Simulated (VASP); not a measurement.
A run of VASP 6.6.1 is set up as follows.

INCAR

```
SYSTEM = PtSe2
  PREC = Accurate
  ENCUT = 520
  EDIFF = 1E-6
  ISMEAR = 0
  SIGMA = 0.02
  LREAL = .FALSE.
  LASPH = .TRUE.
  NELM = 100
  ALGO = Normal
  ISIF = 2
  LWAVE = .FALSE.
  LCHARG = .FALSE.
  LDIPOL = .TRUE.
  IDIPOL = 3
  DIPOL = 0.5 0.5 0.500
  GGA = PE
  IVDW = 12
  NBANDS = 18
```

The input KPOINTS:

```
Automatic mesh
0
G
  9 9 1
  0 0 0
```

Contents of POSCAR:

```
PtSe2
1.0
    3.7714573933      0.0000000000      0.0000000000
   -1.8857286967      3.2661779119      0.0000000000
    0.0000000000      0.0000000000     31.1214999583
Se Pt
2 1
Direct
    0.6666666667      0.3333333333      0.4588588278
    0.3333333333      0.6666666667      0.5411411722
    0.0000000000      0.0000000000      0.5000000000
```

Potentials or basis: VASP PAW PBE potentials, release 64 (Se, Pt).

Run with:

```bash
$ cat potpaw_PBE.64/Se/POTCAR potpaw_PBE.64/Pt/POTCAR > POTCAR
$ mpirun -np 1 vasp_std > vasp.out
```

(1) Estimate the band gap on the k mesh.

(2) What does it give for the largest force?

Results:

(1) 1.39 eV, indirect (least direct gap 1.42 eV).

(2) 0.095 eV/Å.

Caveat: spin-orbit coupling is left out, which moves the levels of the heavy elements.
